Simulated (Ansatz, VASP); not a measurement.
## One calculation of LuH2, two programs

Contents of INCAR:

```
PREC = Accurate
ENCUT = 520
EDIFF = 1E-8
ISMEAR = -1
SIGMA = 0.02
LREAL = F
LASPH = T
NELM = 120
ALGO = Normal
ISIF = 2
LWAVE = F
LCHARG = F
GGA = CA
LEFG = T
NBANDS = 20
GGA_COMPAT = F
```

Contents of KPOINTS:

```
Automatic mesh
0
Gamma
  8 8 8
```

The input POSCAR:

```
LuH2
1.0
    0.0000000000      2.5165000000      2.5165000000
    2.5165000000      0.0000000000      2.5165000000
    2.5165000000      2.5165000000      0.0000000000
Lu H
1 2
Direct
    0.0000000000      0.0000000000      0.0000000000
    0.2500000000      0.2500000000      0.2500000000
    0.7500000000      0.7500000000      0.7500000000
```

Input for Ansatz:

```yaml
crystal:
  lattice:
    - [0.0, 2.5165, 2.5165]
    - [2.5165, 0.0, 2.5165]
    - [2.5165, 2.5165, 0.0]
  atoms:
    - { symbol: Lu, position: [0.0, 0.0, 0.0] }
    - { symbol: H, position: [0.25, 0.25, 0.25] }
    - { symbol: H, position: [0.75, 0.75, 0.75] }
kpoints:
  mp_grid: { grid: [8, 8, 8] }
  band_path:
    path:
      - [0.0, 0.0, 0.0]
      - [0.5, 0.0, 0.5]
      - [0.625, 0.25, 0.625]
      - [0.375, 0.375, 0.75]
      - [0.0, 0.0, 0.0]
      - [0.5, 0.5, 0.5]
      - [0.5, 0.25, 0.75]
      - [0.5, 0.0, 0.5]
    npoints: 8
scf:
  occupations: { method: fermi_dirac, width: 0.02 }
hamiltonian:
  xc: lda
  pseudopotentials: { kind: all_electron, datasets: crystal }
output:
  forces: true
  stress: true
  eigenvalues: true
  efg: { contact_densities: true }
```

Alike in both runs: task electric field gradients; functional LDA; k mesh 8 × 8 × 8; occupations fermi-dirac, width 0.02 eV; no spin polarisation.

|  | VASP | Ansatz |
| --- | --- | --- |
| version | VASP 6.6.1 | Ansatz 0.2.0 |
| potentials or method | VASP PAW PBE potentials, release 64 (Lu, H), cutoff 520 eV | all-electron PAW with datasets made for the crystal, scalar-relativistic |

Ansatz gave:

| Quantity | Value |
| --- | --- |
| pressure (GPa) | -6.7 |

Question: Which values does VASP return?

Answer: Pressure (GPa): -6.2.

VASP's potentials were made for PBE, not for LDA. LDA's correlation is that of Perdew and Zunger in VASP and of Perdew and Wang (1992) in Ansatz. Ansatz ran all-electron here, and VASP with PAW potentials.

Neither program's run includes spin-orbit coupling.
